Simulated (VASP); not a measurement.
# ZnS (P4_2/mnm) in VASP: single point with LDA

Aim: the single point of ZnS with LDA.

All numbers are computed with VASP 6.6.1; they aren't measurements. Logs are shortened: lines on timing, memory, paths and dates and some standing lists are left out, and cuts for length are marked.

## 1. The cell of the first run

It takes space group P4_2/mnm (No. 136, tetragonal). The conventional cell has a = 6.630 Å, b = 6.630 Å, c = 3.862 Å, α = 90.00°, β = 90.00°, γ = 90.00°. Within 3.1 Å of Zn (site symmetry m2m) lie 4 S at 2.33 to 2.39 Å. S (site symmetry m2m) has 4 Zn at 2.33 to 2.39 Å within 3.1 Å.

## 2. Single point, LDA

The input, POSCAR:

```
ZnS
1.0
    6.6301744461      0.0000000000      0.0000000000
    0.0000000000      6.6301744461      0.0000000000
    0.0000000000      0.0000000000      3.8621455944
Zn S
4 4
Direct
    0.6751855577      0.6751855577      0.0000000000
    0.1751855577      0.8248144423      0.5000000000
    0.8248144423      0.1751855577      0.5000000000
    0.3248144423      0.3248144423      0.0000000000
    0.8142866915      0.8142866915      0.5000000000
    0.1857133085      0.1857133085      0.5000000000
    0.6857133085      0.3142866915      0.0000000000
    0.3142866915      0.6857133085      0.0000000000
```

The input, INCAR.step1:

```
SYSTEM = ZnS
ALGO = Normal
EDIFF = 1E-6
ENCUT = 400
GGA_COMPAT = .False.
ISIF = 2
ISMEAR = 0
LASPH = .True.
LCHARG = .True.
LORBIT = 11
LREAL = .False.
LWAVE = .False.
NBANDS = 46
NEDOS = 2001
NELM = 120
PREC = Accurate
SIGMA = 0.02
```

The input, KPOINTS.step1:

```
k-points
0
Gamma
  4 4 8
  0 0 0
```

The input, INCAR.step2:

```
SYSTEM = ZnS
ALGO = Normal
EDIFF = 1E-6
ENCUT = 400
GGA_COMPAT = .False.
ICHARG = 11
ISIF = 2
ISMEAR = -5
LASPH = .True.
LCHARG = .False.
LORBIT = 10
LREAL = .False.
LWAVE = .False.
NBANDS = 46
NEDOS = 1001
NELM = 120
PREC = Accurate
SIGMA = 0.02
```

The input, KPOINTS.step2:

```
k-points
0
Gamma
  6 6 12
  0 0 0
```

Potentials or basis: VASP PAW LDA potentials, release 64 (Zn, S).

Command:

```sh
cat potpaw_LDA.64/Zn/POTCAR potpaw_LDA.64/S/POTCAR > POTCAR
cp INCAR.step1 INCAR
cp KPOINTS.step1 KPOINTS
mpirun -np 1 vasp_std > vasp.out
cp INCAR.step2 INCAR
cp KPOINTS.step2 KPOINTS
mpirun -np 1 vasp_std > vasp.out
```

OUTCAR:

```text
SYSTEM = ZnS
   EDIFF = 1E-6
   ENCUT = 400
   ICHARG = 11
   ISIF = 2
   ISMEAR = -5
   LASPH = .True.
   LORBIT = 10
   LREAL = .False.
   NELM = 120
   PREC = Accurate

 ion  position               nearest neighbor table
   1  0.675  0.675  0.000-   5 2.33   5 2.33   8 2.39   7 2.39
   2  0.175  0.825  0.500-   8 2.33   8 2.33   5 2.39   6 2.39
   3  0.825  0.175  0.500-   7 2.33   7 2.33   5 2.39   6 2.39
   4  0.325  0.325  0.000-   6 2.33   6 2.33   8 2.39   7 2.39
   5  0.814  0.814  0.500-   1 2.33   1 2.33   3 2.39   2 2.39
   6  0.186  0.186  0.500-   4 2.33   4 2.33   2 2.39   3 2.39
   7  0.686  0.314  0.000-   3 2.33   3 2.33   4 2.39   1 2.39
   8  0.314  0.686  0.000-   2 2.33   2 2.33   4 2.39   1 2.39

  LATTYP: Found a simple tetragonal cell.
 ALAT       =     6.6301744461
 C/A-ratio  =     0.5825104039

  Lattice vectors:

 A1 = (   6.6301744461,   0.0000000000,   0.0000000000)
 A2 = (   0.0000000000,   6.6301744461,   0.0000000000)
 A3 = (   0.0000000000,   0.0000000000,   3.8621455944)

Analysis of symmetry for initial positions (statically):
=====================================================================
 Subroutine PRICEL returns:
 Original cell was already a primitive cell.

 Routine SETGRP: Setting up the symmetry group for a
 simple tetragonal supercell.

 Subroutine GETGRP returns: Found 16 space group operations
 (whereof  8 operations were pure point group operations)
 out of a pool of 16 trial point group operations.

The static configuration has the point symmetry D_2h.
 The point group associated with its full space group is D_4h.

Analysis of symmetry for dynamics (positions and initial velocities):
=====================================================================
 Subroutine PRICEL returns:
 Original cell was already a primitive cell.

 Routine SETGRP: Setting up the symmetry group for a
 simple tetragonal supercell.

 Subroutine GETGRP returns: Found 16 space group operations
 (whereof  8 operations were pure point group operations)
 out of a pool of 16 trial point group operations.

The dynamic configuration has the point symmetry D_2h.
 The point group associated with its full space group is D_4h.

 Subroutine INISYM returns: Found 16 space group operations
 (whereof  8 operations are pure point group operations),
 and found     1 'primitive' translations

----------------------------------------------------------------------------------------

[... 125 lines left out ...]
     AMIX     =   0.40;   BMIX     =  1.00
     AMIX_MAG =   1.60;   BMIX_MAG =  1.00
  volume/ion in A,a.u.               =      21.22       143.21
  Fermi-wavevector in a.u.,A,eV,Ry     =   1.229965  2.324297 20.583088  1.512814
  Thomas-Fermi vector in A             =   2.364832
   LORBIT       =     10    0 simple, 1 ext, 2 COOP (PROOUT), +10 PAW based schemes
   GGA     = CA    functional components
   LHFCALC =     F    Hartree Fock is set to
   AEXX    =    0.0000 exact exchange contribution
   IVDW    =     0    specifies the selected vdW correction
   LEPSILON=     F    determine dielectric tensor
   LRPA    =     F    only Hartree local field effects (RPA)
 non-spin polarized calculation
 Fermi weights with tetrahedron method with Bloechl corrections
  energy-cutoff  :      400.00
  volume of cell :      169.78
 maximum number of plane-waves:      3121
 NGX is ok and might be reduce to    48

 number of electron      71.9999910 magnetization

 Free energy of the ion-electron system (eV)
  ---------------------------------------------------
  ext. energy  EPLUGINS =         0.00000000
  ---------------------------------------------------
  free energy    TOTEN  =       -32.13225306 eV

  energy without entropy =      -32.13225306  energy(sigma->0) =      -32.13225306

 E-fermi :   1.2701     XC(G=0):  -9.6372

 val. band max:        1.2625655623   @ k =   0.0000   0.0000   0.0000
 cond. band min:       3.1955674282   @ k =   0.0000   0.0000   0.0000
 fundamental gap:      1.9330018659
 Fermi energy:         1.2701225936

 k-point     1 :       0.0000    0.0000    0.0000
  band No.  band energies     occupation
      1     -11.5590      2.00000
      2     -10.6713      2.00000
      3     -10.6713      2.00000
      4     -10.4866      2.00000
      5      -5.1714      2.00000
      6      -5.1429      2.00000
[... 1165 lines left out ...]
     45       8.1104      0.00000
     46       8.1112      0.00000

 [... further k-points ...]

------------------------ aborting loop because EDIFF is reached ----------------------------------------

  FORCE on cell =-STRESS in cart. coord.  units (eV):
  Direction    XX          YY          ZZ          XY          YZ          ZX
  --------------------------------------------------------------------------------------
  -------------------------------------------------------------------------------------
  Total       -5.7307691     -5.7307691     -6.2299275     -0.0000000      0.0000000      0.0000000
  in kB      -54.0810279    -54.0810279    -58.7915655     -0.0000000      0.0000000      0.0000000
  external PRESSURE =     -55.6512071 kB  Pullay stress =       0.0000000 kB

 VOLUME and BASIS-vectors are now :
 -----------------------------------------------------------------------------
  energy-cutoff  :      400.00
  volume of cell :      169.78
      direct lattice vectors                 reciprocal lattice vectors
     6.630174446  0.000000000  0.000000000     0.150825594  0.000000000  0.000000000
     0.000000000  6.630174446  0.000000000     0.000000000  0.150825594  0.000000000
     0.000000000  0.000000000  3.862145594     0.000000000  0.000000000  0.258923434

 POSITION                                       TOTAL-FORCE (eV/Angst)
 -----------------------------------------------------------------------------------
      4.47660      4.47660      0.00000        -0.025097     -0.025097      0.000000
      1.16151      5.46866      1.93107        -0.025097      0.025097      0.000000
      5.46866      1.16151      1.93107         0.025097     -0.025097      0.000000
      2.15358      2.15358      0.00000         0.025097      0.025097      0.000000
      5.39886      5.39886      1.93107         0.043539      0.043539     -0.000000
      1.23131      1.23131      1.93107        -0.043539     -0.043539      0.000000
      4.54640      2.08378      0.00000        -0.043539      0.043539      0.000000
      2.08378      4.54640      0.00000         0.043539     -0.043539      0.000000
 -----------------------------------------------------------------------------------
    total drift:                                0.000000      0.000000      0.000000

  FREE ENERGIE OF THE ION-ELECTRON SYSTEM (eV)
  ---------------------------------------------------
  free  energy   TOTEN  =       -32.1322530640 eV

  energy  without entropy=      -32.1322530640  energy(sigma->0) =      -32.13225306

 total charge

# of ion       s       p       d       tot
------------------------------------------
    1        0.527   0.458   9.796  10.781
    2        0.527   0.458   9.796  10.781
    3        0.527   0.458   9.796  10.781
    4        0.527   0.458   9.796  10.781
    5        1.317   2.399   0.000   3.716
    6        1.317   2.399   0.000   3.716
    7        1.317   2.399   0.000   3.716
    8        1.317   2.399   0.000   3.716
--------------------------------------------------
tot          7.373  11.431  39.183  57.987
```

OUTCAR.step1:

```text
SYSTEM = ZnS
   EDIFF = 1E-6
   ENCUT = 400
   ISIF = 2
   ISMEAR = 0
   LASPH = .True.
   LORBIT = 11
   LREAL = .False.
   NELM = 120
   PREC = Accurate

[... 1428 lines left out ...]
  free  energy   TOTEN  =       -32.1273672429 eV

  energy  without entropy=      -32.1273672429  energy(sigma->0) =      -32.12736724

 total charge

# of ion       s       p       d       tot
------------------------------------------
    1        0.527   0.458   9.796  10.781
    2        0.527   0.458   9.796  10.781
    3        0.527   0.458   9.796  10.781
    4        0.527   0.458   9.796  10.781
    5        1.317   2.399   0.000   3.716
    6        1.317   2.399   0.000   3.716
    7        1.317   2.399   0.000   3.716
    8        1.317   2.399   0.000   3.716
--------------------------------------------------
tot          7.373  11.431  39.183  57.987
```

OSZICAR.step1:

```text
N       E                     dE             d eps       ncg     rms          rms(c)
DAV:   1     0.519563777811E+03    0.51956E+03   -0.28344E+04  2760   0.154E+03
DAV:   2     0.346971111231E+02   -0.48487E+03   -0.46539E+03  2790   0.376E+02
DAV:   3    -0.310387190549E+02   -0.65736E+02   -0.64904E+02  3086   0.137E+02
DAV:   4    -0.338385278765E+02   -0.27998E+01   -0.27896E+01  3382   0.287E+01
DAV:   5    -0.338832551746E+02   -0.44727E-01   -0.44711E-01  3224   0.363E+00    0.133E+01
DAV:   6    -0.321454472112E+02    0.17378E+01   -0.37647E+00  4202   0.413E+01    0.101E+01
DAV:   7    -0.321792190585E+02   -0.33772E-01   -0.35809E+00  3090   0.766E+00    0.427E+00
DAV:   8    -0.321288259430E+02    0.50393E-01   -0.24669E-01  3518   0.438E+00    0.130E+00
DAV:   9    -0.321270479397E+02    0.17780E-02   -0.39733E-02  3550   0.258E+00    0.354E-01
DAV:  10    -0.321273101019E+02   -0.26216E-03   -0.26440E-03  3172   0.383E-01    0.204E-01
DAV:  11    -0.321273765675E+02   -0.66466E-04   -0.21589E-04  3584   0.102E-01    0.114E-01
DAV:  12    -0.321273667300E+02    0.98375E-05   -0.47352E-05  3290   0.109E-01    0.142E-02
DAV:  13    -0.321273672429E+02   -0.51289E-06   -0.44191E-06  2780   0.158E-02
   1 F= -.32127367E+02 E0= -.32127367E+02  d E =-.148311E-12
```

It took 9.7 min on 1 thread of Oxide Virtual Turin-like, shared host; peak memory 0.34 GiB.

What came out:

```yaml
Valence_electrons_inside_the_program's_atomic_spheres: Zn 10.78; S 3.72
```

Levels at points of the mesh, in eV from the valence-band top:
| k point | band 32 | band 33 | band 34 | band 35 | band 36 | band 37 | band 38 | band 39 | band 40 | band 41 |
| --- | --- | --- | --- | --- | --- | --- | --- | --- | --- | --- |
| (0.00, 0.00, 0.00) | -0.84 | -0.20 | -0.02 | 0.00 | 0.00 | 1.93 | 3.37 | 3.37 | 3.37 | 5.64 |
| (0.50, 0.00, 0.00) | -1.53 | -0.52 | -0.52 | -0.44 | -0.44 | 3.38 | 3.38 | 3.82 | 3.82 | 5.25 |
| (0.50, 0.50, 0.00) | -1.17 | -0.96 | -0.96 | -0.88 | -0.88 | 3.72 | 3.72 | 4.26 | 4.26 | 4.80 |
| (0.00, 0.00, 0.50) | -1.82 | -1.63 | -1.63 | -1.44 | -1.44 | 4.35 | 4.35 | 5.15 | 5.15 | 5.88 |
| (0.50, 0.00, 0.50) | -1.97 | -1.47 | -1.47 | -0.88 | -0.88 | 3.74 | 3.74 | 4.36 | 4.36 | 5.30 |
| (0.50, 0.50, 0.50) | -1.35 | -1.25 | -1.25 | -1.14 | -1.14 | 3.03 | 3.03 | 4.06 | 4.06 | 4.43 |
